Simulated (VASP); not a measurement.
# GaSb (F-43m) in VASP: notebook, part 2 of 2

VASP 6.6.1.

## 4. Single point, r2SCAN

Contents of POSCAR:

```
GaSb
1.0
    0.0000000000      3.0658787993      3.0658787993
    3.0658787993      0.0000000000      3.0658787993
    3.0658787993      3.0658787993      0.0000000000
Ga Sb
1 1
Direct
    0.0000000000      0.0000000000      0.0000000000
    0.2500000000      0.2500000000      0.2500000000
```

Contents of INCAR.step1:

```
ALGO = Normal
EDIFF = 1E-4
ENCUT = 520
GGA = PE
ISMEAR = -1
LASPH = True
LCHARG = False
LREAL = False
LWAVE = True
NBANDS = 16
NELM = 100
PREC = Accurate
SIGMA = 0.02
```

Contents of INCAR.step2:

```
ALGO = Normal
EDIFF = 1E-6
ENCUT = 520
ISIF = 2
ISMEAR = -1
ISTART = 1
LASPH = True
LCHARG = True
LELF = True
LMIXTAU = True
LREAL = False
LVHAR = True
LWAVE = False
METAGGA = R2SCAN
NBANDS = 16
NELM = 100
PREC = Accurate
SIGMA = 0.02
```

Contents of KPOINTS:

```
k-points
0
Gamma
  8 8 8
```

Potentials or basis: VASP PAW PBE potentials, release 64 (Ga_d, Sb).

Started as:

```console
cat potpaw_PBE.64/Ga_d/POTCAR potpaw_PBE.64/Sb/POTCAR > POTCAR
cp INCAR.step1 INCAR
mpirun -np 1 vasp_std > vasp.out
cp INCAR.step2 INCAR
mpirun -np 1 vasp_std > vasp.out
```

OUTCAR:

```text
EDIFF = 1E-6
   ENCUT = 520
   ISIF = 2
   ISMEAR = -1
   ISTART = 1
   LASPH = True
   LREAL = False
   METAGGA = R2SCAN
   NELM = 100
   PREC = Accurate

 ion  position               nearest neighbor table
   1  0.000  0.000  0.000-   2 2.66   2 2.66   2 2.66   2 2.66
   2  0.250  0.250  0.250-   1 2.66   1 2.66   1 2.66   1 2.66

  LATTYP: Found a face centered cubic cell.
 ALAT       =     6.1317575986

  Lattice vectors:

[... 641 lines left out ...]

------------------------ aborting loop because EDIFF is reached ----------------------------------------

  FORCE on cell =-STRESS in cart. coord.  units (eV):
  Direction    XX          YY          ZZ          XY          YZ          ZX
  --------------------------------------------------------------------------------------
  -------------------------------------------------------------------------------------
  Total        0.0319801      0.0319801      0.0319801      0.0000000      0.0000000      0.0000000
  in kB        0.8889861      0.8889861      0.8889861      0.0000000      0.0000000      0.0000000
  external PRESSURE =       0.8889861 kB  Pullay stress =       0.0000000 kB

 VOLUME and BASIS-vectors are now :
 -----------------------------------------------------------------------------
  energy-cutoff  :      520.00
  volume of cell :       57.64
      direct lattice vectors                 reciprocal lattice vectors
     0.000000000  3.065878799  3.065878799    -0.163085377  0.163085377  0.163085377
     3.065878799  0.000000000  3.065878799     0.163085377 -0.163085377  0.163085377
     3.065878799  3.065878799  0.000000000     0.163085377  0.163085377 -0.163085377

 POSITION                                       TOTAL-FORCE (eV/Angst)
 -----------------------------------------------------------------------------------
      0.00000      0.00000      0.00000        -0.000000     -0.000000     -0.000000
      1.53294      1.53294      1.53294         0.000000      0.000000      0.000000
 -----------------------------------------------------------------------------------
    total drift:                               -0.000002     -0.000002     -0.000002

  FREE ENERGIE OF THE ION-ELECTRON SYSTEM (eV)
  ---------------------------------------------------
  free  energy   TOTEN  =       -37.6005968577 eV

  energy  without entropy=      -37.6005967167  energy(sigma->0) =      -37.60059679
```

OUTCAR.step1:

```text
EDIFF = 1E-4
   ENCUT = 520
   GGA = PE
   ISMEAR = -1
   LASPH = True
[... 676 lines left out ...]
      0.00000      0.00000      0.00000        -0.000000     -0.000000     -0.000000
      1.53294      1.53294      1.53294         0.000000      0.000000      0.000000
 -----------------------------------------------------------------------------------
    total drift:                                0.000002      0.000002      0.000002

  FREE ENERGIE OF THE ION-ELECTRON SYSTEM (eV)
  ---------------------------------------------------
  free  energy   TOTEN  =        -7.3512771055 eV

  energy  without entropy=       -7.3511032352  energy(sigma->0) =       -7.35119017
```

OSZICAR.step1:

```text
N       E                     dE             d eps       ncg     rms          rms(c)
DAV:   1     0.838076010768E+02    0.83808E+02   -0.85460E+03   936   0.137E+03
DAV:   2    -0.772564805441E+00   -0.84580E+02   -0.81809E+02  1112   0.302E+02
DAV:   3    -0.728272192099E+01   -0.65102E+01   -0.64968E+01  1096   0.654E+01
DAV:   4    -0.740248834538E+01   -0.11977E+00   -0.11975E+00  1192   0.101E+01
DAV:   5    -0.740518388500E+01   -0.26955E-02   -0.26955E-02  1200   0.132E+00    0.315E+00
DAV:   6    -0.736249033195E+01    0.42694E-01   -0.62573E-02  1328   0.389E+00    0.189E+00
DAV:   7    -0.734977167897E+01    0.12719E-01   -0.37519E-02  1072   0.155E+00    0.348E-01
DAV:   8    -0.735075879502E+01   -0.98712E-03   -0.42867E-03  1224   0.738E-01    0.831E-02
DAV:   9    -0.735124738210E+01   -0.48859E-03   -0.66897E-04  1088   0.197E-01    0.329E-02
DAV:  10    -0.735127710548E+01   -0.29723E-04   -0.33289E-05   960   0.380E-02
   1 F= -.73512771E+01 E0= -.73511902E+01  d E =-.173870E-03
```

Run time: 42 s. Hardware: 1 thread of Intel Xeon 6975P-C, shared host; peak memory 0.2 GiB.

Results:

```
Free energy            : -37.6006 eV
Pressure               : 0.1 GPa
Band gap on the k mesh : 0.40 eV, direct
```

Caveat: the PAW data sets were made with another functional, which shifts forces and pressure a little; spin-orbit coupling is left out, which moves the levels of the heavy elements. A k mesh can miss the band edges.

## 5. Relaxation of cell and atoms, r2SCAN

This run uses another cell than the first one, of 30.05 Å³/atom, 1.043 times its volume.

Contents of POSCAR:

```
GaSb
1.0
    0.0000000000      3.1090643546      3.1090643546
    3.1090643546      0.0000000000      3.1090643546
    3.1090643546      3.1090643546      0.0000000000
Ga Sb
1 1
Direct
    0.0000000000      0.0000000000      0.0000000000
    0.2500000000      0.2500000000      0.2500000000
```

Contents of INCAR.step1:

```
PREC = Accurate
ENCUT = 600
ISMEAR = -1
SIGMA = 0.02
LREAL = False
LASPH = True
NELM = 100
GGA = PE
ALGO = Normal
EDIFF = 1E-4
LWAVE = True
LCHARG = False
```

Contents of INCAR.step2:

```
PREC = Accurate
ENCUT = 600
EDIFF = 1E-7
ISMEAR = -1
SIGMA = 0.02
LREAL = False
LASPH = True
NELM = 100
ALGO = Normal
ISIF = 3
LWAVE = False
LCHARG = False
METAGGA = R2SCAN
LMIXTAU = True
IBRION = 2
NSW = 80
EDIFFG = -0.005
ISTART = 1
```

Contents of KPOINTS:

```
regular mesh
0
Gamma
  6 6 6
```

Started as:

```console
cat potpaw_PBE.64/Ga_d/POTCAR potpaw_PBE.64/Sb/POTCAR > POTCAR
cp INCAR.step1 INCAR
mpirun -np 1 vasp_std > vasp.out
cp INCAR.step2 INCAR
mpirun -np 1 vasp_std > vasp.out
```

Wall time 3.1 min (1 thread of Intel Xeon 6975P-C, shared host); peak memory 0.23 GiB.

Results (log left out):

```
Free energy                            : -37.5805 eV
Relaxed volume                         : 28.85 Å³/atom
Relaxed cell                           : a = 4.338 Å, b = 4.338 Å, c = 4.338 Å, α = 60.00°, β = 60.00°, γ = 60.00°
Space group after relaxing (to 0.05 Å) : F-43m (No. 216)
Energy gained by relaxing              : 8.0 meV/atom
Ionic steps                            : 4
Pressure after relaxing                : 0.0 GPa
Band gap on the k mesh                 : 0.39 eV, direct
```

Step by step:
| step | energy change (eV) | largest force (eV/Å) | pressure (GPa) | volume (Å³) |
| --- | --- | --- | --- | --- |
| 1 | 0.0000 | 0.0000 | -1.98 | 60.11 |
| 2 | -0.0144 | 0.0000 | 0.74 | 56.93 |
| 3 | -0.0161 | 0.0000 | 0.03 | 57.66 |
| 4 | -0.0161 | 0.0000 | -0.01 | 57.70 |

Final structure:
```
Ga Sb
1.0
     0.00000    3.06710    3.06710
     3.06710    0.00000    3.06710
     3.06710    3.06710    0.00000
Ga Sb
1 1
Direct
  0.00000 0.00000 0.00000
  0.25000 0.25000 0.25000
```

Levels at points of the mesh, in eV from the valence-band top:
```
           k point  band 7  band 8  band 9  band 10  band 11  band 12
(0.00, 0.00, 0.00)    0.00    0.00    0.00     0.39     2.98     2.98
(0.50, 0.00, 0.00)   -6.54   -1.20   -1.20     0.66     4.01     4.01
(0.50, 0.50, 0.00)   -7.01   -2.67   -2.67     1.12     1.49     9.21
```

Caveat: the PAW data sets were made with another functional, which shifts forces and pressure a little; spin-orbit coupling is left out, which moves the levels of the heavy elements. A k mesh can miss the band edges.

## 6. The runs side by side

```tsv
task	level	cell	k mesh	cutoff (eV)	gap on the mesh (eV)	pressure (GPa)
single point	r2SCAN	a = 4.336 Å, angles 60.0°, 2 atoms	6 × 6 × 6	520	0.40	0.1
single point	PBE	a = 4.336 Å, angles 60.0°, 2 atoms	8 × 8 × 8	520	none	2.0
single point	r2SCAN	a = 4.336 Å, angles 60.0°, 2 atoms	8 × 8 × 8	520	0.40	0.1
relaxation of cell and atoms	r2SCAN	relaxed from a = 4.397 Å, angles 60.0°, 2 atoms	6 × 6 × 6	600	0.39	0.0
```

Alike in all rows: potentials or basis VASP PAW PBE potentials, release 64 (Ga_d, Sb); no spin polarisation; smearing fermi-dirac 0.02 eV.

On the cell as given the gap runs from zero (PBE) to 0.40 eV (r2SCAN); the meshes differ, which moves gaps too. The pressure there spans 0.1 GPa (r2SCAN) to 2.0 GPa (PBE); a positive pressure means that this level wants a larger cell, a negative one a smaller.

Caveats: spin-orbit coupling is left out, which moves the levels of the heavy elements; the PAW data sets were made with another functional, which shifts forces and pressure a little (some runs).

Absolute energies hang on the potentials; compare differences alone.
